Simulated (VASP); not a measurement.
# Zr3S2 (Immm) in VASP: further runs

Runs on Zr3S2. Level: PBE. Tasks: single point, relaxation of cell and atoms.

Everything below comes from runs of VASP 6.6.1. Logs are shortened: lines on timing, memory, paths and dates and some standing lists are left out, and cuts for length are marked.

## 1. The cell of the first run

The structure is orthorhombic, space group Immm (No. 71). The conventional cell has a = 3.566 Å, b = 6.449 Å, c = 8.020 Å, α = 90.00°, β = 90.00°, γ = 90.00°. Zr (site symmetry mm2) has 6 S at 2.78 to 3.02 Å and 11 Zr at 3.00 to 3.78 Å within 3.8 Å. Within 3.3 Å of Zr (site symmetry mmm) lie 4 S at 2.54 Å and 4 Zr at 3.00 Å. Within 3.3 Å of S (site symmetry m2m) lie 8 Zr at 2.54 to 3.02 Å and 1 S at 2.84 Å.

The cell was generated, and may not be a known phase.

## 2. Single point, PBE

INCAR

```
SYSTEM = Zr3S2
PREC = Accurate ; ENCUT = 520
EDIFF = 1E-7 ; ISMEAR = 0
SIGMA = 0.1 ; LREAL = .False.
LASPH = .True. ; NELM = 80
ALGO = Normal ; ISIF = 2
LWAVE = .False. ; LCHARG = .False.
GGA = PE ; NBANDS = 32
```

KPOINTS

```
Automatic mesh
0
Gamma
  4 4 4
  0 0 0
```

POSCAR

```
Zr3S2
1.0
   -1.7830827110      3.2242774725      4.0098329233
    1.7830827110     -3.2242774725      4.0098329233
    1.7830827110      3.2242774725     -4.0098329233
Zr S
3 2
Direct
    0.6986348719      0.6986348719      0.0000000000
    0.3013651281      0.3013651281      0.0000000000
    0.0000000000      0.5000000000      0.5000000000
    0.2795732031      0.0000000000      0.2795732031
    0.7204267969      0.0000000000      0.7204267969
```

Potentials or basis: VASP PAW PBE potentials, release 64 (Zr_sv, S).

The run is started by

```console
$ cat potpaw_PBE.64/Zr_sv/POTCAR potpaw_PBE.64/S/POTCAR > POTCAR
$ mpirun -np 1 vasp_std > vasp.out
```

OUTCAR:

```text
SYSTEM = Zr3S2
   PREC = Accurate
   ENCUT = 520
   EDIFF = 1E-7
   ISMEAR = 0
   LREAL = .False.
   LASPH = .True.
   NELM = 80
   ISIF = 2
   GGA = PE

 ion  position               nearest neighbor table
   1  0.699  0.699  0.000-   5 2.78   4 2.78   4 2.78   5 2.78   3 3.00   3 3.00   5 3.02   4 3.02
                             2 3.19   3 3.60   3 3.60   2 3.78   2 3.78   2 3.78   2 3.78
   2  0.301  0.301  0.000-   5 2.78   5 2.78   4 2.78   4 2.78   3 3.00   3 3.00   4 3.02   5 3.02
                             1 3.19   3 3.60   3 3.60   1 3.78   1 3.78   1 3.78   1 3.78
   3  0.000  0.500  0.500-   4 2.54   5 2.54   4 2.54   5 2.54   1 3.00   2 3.00   1 3.00   2 3.00
                             1 3.60   1 3.60   2 3.60   2 3.60
   4  0.280  0.000  0.280-   3 2.54   3 2.54   1 2.78   1 2.78   2 2.78   2 2.78   2 3.02   1 3.02

   5  0.720  0.000  0.720-   3 2.54   3 2.54   1 2.78   2 2.78   2 2.78   1 2.78   2 3.02   1 3.02

  LATTYP: Found a body centered orthorhombic cell.
 ALAT       =     3.5661654220
 B/A-ratio  =     1.8082601848
 C/A-ratio  =     2.2488204830

  Lattice vectors:

 A1 = (  -1.7830827110,   3.2242774725,   4.0098329233)
 A2 = (   1.7830827110,  -3.2242774725,   4.0098329233)
 A3 = (   1.7830827110,   3.2242774725,  -4.0098329233)

Analysis of symmetry for initial positions (statically):
=====================================================================
 Subroutine PRICEL returns:
 Original cell was already a primitive cell.

 Routine SETGRP: Setting up the symmetry group for a
 body centered orthorhombic supercell.

 Subroutine GETGRP returns: Found  8 space group operations
 (whereof  8 operations were pure point group operations)
 out of a pool of  8 trial point group operations.

The static configuration has the point symmetry D_2h.

Analysis of symmetry for dynamics (positions and initial velocities):
=====================================================================
 Subroutine PRICEL returns:
 Original cell was already a primitive cell.

 Routine SETGRP: Setting up the symmetry group for a
 body centered orthorhombic supercell.

 Subroutine GETGRP returns: Found  8 space group operations
 (whereof  8 operations were pure point group operations)
 out of a pool of  8 trial point group operations.

The dynamic configuration has the point symmetry D_2h.

 Subroutine INISYM returns: Found  8 space group operations
 (whereof  8 operations are pure point group operations),
 and found     1 'primitive' translations

----------------------------------------------------------------------------------------

                                     Primitive cell

  volume of cell :      92.2126

  direct lattice vectors                    reciprocal lattice vectors
    -1.783082711  3.224277472  4.009832923     0.000000000  0.155073502  0.124693475
     1.783082711 -3.224277472  4.009832923     0.280413240  0.000000000  0.124693475
     1.783082711  3.224277472 -4.009832923     0.280413240  0.155073502  0.000000000

  length of vectors
     5.445558672  5.445558672  5.445558672     0.198988074  0.306887679  0.320436228

  position of ions in fractional coordinates (direct lattice)
     0.698634872  0.698634872  0.000000000
     0.301365128  0.301365128  0.000000000
     0.000000000  0.500000000  0.500000000
     0.279573203  0.000000000  0.279573203
     0.720426797  0.000000000  0.720426797

  ion indices of the primitive-cell ions
   primitive index   ion index
                 1           1
                 2           2
                 3           3
                 4           4
                 5           5

----------------------------------------------------------------------------------------

 KPOINTS: Automatic mesh

Automatic generation of k-mesh.
 Grid dimensions read from file:
 generate k-points for:    4    4    4

 Generating k-lattice:

  Cartesian coordinates                     Fractional coordinates (reciprocal lattice)
     0.000000000  0.038768376  0.031173369     0.250000000  0.000000000  0.000000000
     0.070103310  0.000000000  0.031173369     0.000000000  0.250000000  0.000000000
     0.070103310  0.038768376  0.000000000     0.000000000  0.000000000  0.250000000

  Length of vectors
     0.049747019  0.076721920  0.080109057

  Shift w.r.t. Gamma in fractional coordinates (k-lattice)
     0.000000000  0.000000000  0.000000000

 Subroutine IBZKPT returns following result:
 ===========================================

 Found     18 irreducible k-points:

 Following reciprocal coordinates:
            Coordinates               Weight
  0.000000  0.000000  0.000000      1.000000
  0.250000  0.000000 -0.000000      4.000000
  0.500000  0.000000 -0.000000      2.000000
  0.000000  0.250000  0.000000      4.000000
  0.250000  0.250000  0.000000      8.000000
  0.500000  0.250000  0.000000      8.000000
[... 10 lines left out ...]
 -0.250000 -0.250000  0.250000      2.000000
  0.500000  0.500000  0.500000      1.000000
   k-points           NKPTS =     18   k-points in BZ     NKDIM =     18   number of bands    NBANDS=     32
   number of dos      NEDOS =    301   number of ions     NIONS =      5
   total plane-waves  NPLWV =  74088
   dimension x,y,z NGX =    42 NGY =   42 NGZ =   42
   dimension x,y,z NGXF=    84 NGYF=   84 NGZF=   84
   ions per type =               3   2
   NGX,Y,Z   is equivalent  to a cutoff of  12.82, 12.82, 12.82 a.u.
   NGXF,Y,Z  is equivalent  to a cutoff of  25.64, 25.64, 25.64 a.u.
 SYSTEM =  Zr3S2
   PREC   = accura    normal or accurate (medium, high low for compatibility)
   ISTART =      0    job   : 0-new  1-cont  2-samecut
   ICHARG =      2    charge: 1-file 2-atom 10-const
   ISPIN  =      1    spin polarized calculation?
   LNONCOLLINEAR =      F non collinear calculations
   LSORBIT =      F    spin-orbit coupling
   LASPH  =      T    aspherical Exc in radial PAW
   ENCUT  =  520.0 eV  38.22 Ry    6.18 a.u.  10.13 10.13 10.13*2*pi/ulx,y,z
   NELM   =     80;   NELMIN=  2; NELMDL= -5     # of ELM steps
   EDIFF  = 0.1E-06   stopping-criterion for ELM
   LREAL  =      F    real-space projection
   EDIFFG = 0.1E-05   stopping-criterion for IOM
   NSW    =      0    number of steps for IOM
   IBRION =     -1    ionic relax: 0-MD 1-quasi-New 2-CG
   NFREE  =      0    steps in history (QN), initial steepest desc. (CG)
   ISIF   =      2    stress and relaxation
   ISYM   =      2    0-nonsym 1-usesym 2-fastsym
   POTIM  = 0.5000    time-step for ionic-motion
   TEBEG  =    0.0;   TEEND  =   0.0 temperature during run
   PSTRESS=    0.0 pullay stress
   NELECT =      48.0000    total number of electrons
   NUPDOWN=      -1.0000    fix difference up-down
   EMIN   =  10.00;   EMAX   =-10.00  energy-range for DOS
   EFERMI =   0.00;   METHOD = LEGACY
   ISMEAR =     0;   SIGMA  =   0.10  broadening in eV -4-tet -1-fermi 0-gaus
   EFERMI_NEDOS =   21; number of points for ismear=-14 and -15
   IALGO  =     38    algorithm
   IMIX   =      4    mixing-type and parameters
     AMIX     =   0.40;   BMIX     =  1.00
     AMIX_MAG =   1.60;   BMIX_MAG =  1.00
  volume/ion in A,a.u.               =      18.44       124.46
  Fermi-wavevector in a.u.,A,eV,Ry     =   1.316917  2.488613 23.596194  1.734271
  Thomas-Fermi vector in A             =   2.446995
   LORBIT       =      0    0 simple, 1 ext, 2 COOP (PROOUT), +10 PAW based schemes
   GGA     = PE    functional components
   LHFCALC =     F    Hartree Fock is set to
   AEXX    =    0.0000 exact exchange contribution
   IVDW    =     0    specifies the selected vdW correction
   LEPSILON=     F    determine dielectric tensor
   LRPA    =     F    only Hartree local field effects (RPA)
 non-spin polarized calculation
 Gauss-broadening in eV      SIGMA  =   0.10
  energy-cutoff  :      520.00
  volume of cell :       92.21
 maximum number of plane-waves:      2500
 NGX is ok and might be reduce to    42
   NGX = 21   NGY = 21   NGZ = 21

 number of electron      48.0000002 magnetization

 Free energy of the ion-electron system (eV)
  ---------------------------------------------------
  ext. energy  EPLUGINS =         0.00000000
  ---------------------------------------------------
  free energy    TOTEN  =       -38.61695833 eV

  energy without entropy =      -38.60293174  energy(sigma->0) =      -38.60994504

 E-fermi :  10.4277     XC(G=0): -11.4602

 val. band max:       10.3602184244   @ k =   0.5000  -0.2500   0.2500
 cond. band min:      10.4320973098   @ k =   0.2500  -0.2500   0.2500
 fundamental gap:      0.0718788855
 Fermi energy:        10.4277124678

 k-point     1 :       0.0000    0.0000    0.0000
  band No.  band energies     occupation
      1     -38.9533      2.00000
      2     -38.9077      2.00000
      3     -38.0864      2.00000
      4     -17.1833      2.00000
      5     -17.1331      2.00000
      6     -17.0471      2.00000
[... 24 lines left out ...]
     31      13.1320      0.00000
     32      13.2009      0.00000

 k-point     2 :       0.2500    0.0000   -0.0000
  band No.  band energies     occupation
      1     -38.9480      2.00000
      2     -38.9124      2.00000
      3     -38.0871      2.00000
      4     -17.2633      2.00000
      5     -17.1320      2.00000
      6     -17.0348      2.00000
[... 24 lines left out ...]
     31      13.1004      0.00000
     32      13.3935      0.00000
[... 523 lines left out ...]
     31      12.3563      0.00000
     32      13.0268      0.00000

 k-point    18 :       0.5000    0.5000    0.5000
  band No.  band energies     occupation
      1     -38.9386      2.00000
      2     -38.9195      2.00000
      3     -38.0896      2.00000
      4     -17.2453      2.00000
      5     -17.2160      2.00000
      6     -17.0118      2.00000
[... 24 lines left out ...]
     31      12.0996      0.00000
     32      13.4269      0.00000

------------------------ aborting loop because EDIFF is reached ----------------------------------------

  FORCE on cell =-STRESS in cart. coord.  units (eV):
  Direction    XX          YY          ZZ          XY          YZ          ZX
  --------------------------------------------------------------------------------------
  -------------------------------------------------------------------------------------
  Total        0.0303143      0.0845507      0.1331530     -0.0000000      0.0000000      0.0000000
  in kB        0.5267049      1.4690527      2.3135096     -0.0000000      0.0000000      0.0000000
  external PRESSURE =       1.4364224 kB  Pullay stress =       0.0000000 kB

 VOLUME and BASIS-vectors are now :
 -----------------------------------------------------------------------------
  energy-cutoff  :      520.00
  volume of cell :       92.21
      direct lattice vectors                 reciprocal lattice vectors
    -1.783082711  3.224277472  4.009832923     0.000000000  0.155073502  0.124693475
     1.783082711 -3.224277472  4.009832923     0.280413240  0.000000000  0.124693475
     1.783082711  3.224277472 -4.009832923     0.280413240  0.155073502  0.000000000

 POSITION                                       TOTAL-FORCE (eV/Angst)
 -----------------------------------------------------------------------------------
      0.00000      0.00000      5.60282         0.000000     -0.000000     -0.021266
      0.00000      0.00000      2.41685        -0.000000     -0.000000      0.021266
      1.78308      0.00000      0.00000         0.000000     -0.000000      0.000000
      0.00000      1.80284      0.00000        -0.000000     -0.001288     -0.000000
      0.00000      4.64571      0.00000         0.000000      0.001288      0.000000
 -----------------------------------------------------------------------------------
    total drift:                               -0.000000      0.000000      0.000000

  FREE ENERGIE OF THE ION-ELECTRON SYSTEM (eV)
  ---------------------------------------------------
  free  energy   TOTEN  =       -38.6169583301 eV

  energy  without entropy=      -38.6029317440  energy(sigma->0) =      -38.60994504
```

It took 41 s on 1 thread of Intel Xeon 6975P-C (Granite Rapids), shared host; peak memory 0.26 GiB.

What came out:

```
Free energy            : -38.6170 eV
Pressure               : 0.1 GPa
Largest force          : 0.021 eV/Å
Band gap on the k mesh : zero (bands 24 and 25 overlap by 0.19 eV)
```

Forces in eV/Å, atoms in the order of the input:
```
Zr   0.000  0.000 -0.021
Zr   0.000  0.000  0.021
Zr   0.000  0.000  0.000
S    0.000 -0.001  0.000
S    0.000  0.001  0.000
```

Caveat: the k points lie up to 0.48 Å⁻¹ apart.

## 3. Single point, PBE

This run uses another cell than the first one, of 21.94 Å³/atom.

INCAR

```
SYSTEM = Zr3S2
ALGO     = Normal         ! electronic algorithm
EDIFF    = 1E-6           ! SCF threshold, eV
ENCUT    = 520            ! plane-wave cutoff, eV
GGA      = PE             ! functional
ISIF     = 2              ! what is computed and relaxed
ISMEAR   = 0              ! smearing method
LASPH    = .True.         ! aspherical terms in the spheres
LCHARG   = .False.        ! write CHGCAR
LREAL    = .False.        ! projectors in reciprocal space
LWAVE    = .False.        ! write WAVECAR
NBANDS   = 32             ! bands
NELM     = 100            ! most SCF steps
PREC     = Accurate       ! precision mode
SIGMA    = 0.1            ! smearing width, eV
```

KPOINTS

```
k-points
0
Gamma
  4 4 4
  0 0 0
```

POSCAR

```
Zr3S2
1.0
   -2.9275076000      3.0477756200      3.0741508600
    2.9275076000     -3.0477756200      3.0741508600
    2.9275076000      3.0477756200     -3.0741508600
Zr S
3 2
Direct
    0.7637036300      0.7637036300      0.0000000000
    0.2362963700      0.2362963700      0.0000000000
    0.0000000000      0.5000000000      0.5000000000
    0.2737244200      0.0000000000      0.2737244200
    0.7262755800      0.0000000000      0.7262755800
```

Potentials or basis: VASP PAW PBE potentials, release 64 (Zr_sv, S).

The run is started by

```console
$ cat potpaw_PBE.64/Zr_sv/POTCAR potpaw_PBE.64/S/POTCAR > POTCAR
$ mpirun -np 1 vasp_std > vasp.out
```

Wall time 31 s (1 thread of Intel Xeon 6975P-C (Granite Rapids), shared host); peak memory 0.25 GiB.

Results (log left out):

- Free energy: -32.5332 eV
- Pressure: 12.6 GPa
- Largest force: 5.646 eV/Å
- Band gap on the k mesh: zero (bands 24 and 25 overlap by 0.62 eV)

Forces on the atoms (eV/Å):
```
Zr   0.000  0.000 -5.646
Zr   0.000  0.000  5.646
Zr   0.000  0.000  0.000
S    0.000  5.142  0.000
S    0.000 -5.142  0.000
```

Stress tensor (GPa, compression positive):
```
-7.63  0.00  0.00
 0.00 23.01  0.00
 0.00  0.00 22.51
```

Levels at points of the mesh, in eV from the Fermi level:
| k point | band 21 | band 22 | band 23 | band 24 | band 25 | band 26 | band 27 | band 28 |
| --- | --- | --- | --- | --- | --- | --- | --- | --- |
| (0.00, 0.00, 0.00) | -2.25 | -1.16 | -0.55 | -0.39 | 0.23 | 1.51 | 1.52 | 2.01 |
| (0.50, 0.00, 0.00) | -2.04 | -0.27 | 0.01 | 0.05 | 0.26 | 0.35 | 0.90 | 1.16 |
| (0.00, 0.50, 0.00) | -1.44 | -0.70 | -0.38 | -0.30 | -0.17 | 0.90 | 1.07 | 1.15 |
| (0.50, 0.50, 0.00) | -1.19 | -0.88 | 0.16 | 0.40 | 0.95 | 1.14 | 1.24 | 1.26 |
| (0.50, 0.50, 0.50) | -2.01 | -0.82 | -0.43 | -0.21 | 0.05 | 0.34 | 0.57 | 0.78 |

Caveat: the k points lie up to 0.37 Å⁻¹ apart, too coarse for converged energies and pressures of a metal; forces of over 1 eV/Å act on the atoms, so gaps and moduli don't describe the material at rest.

[end of part 1 of 2]

The gap in the log of VASP goes by the Fermi energy; the results here count the filled bands.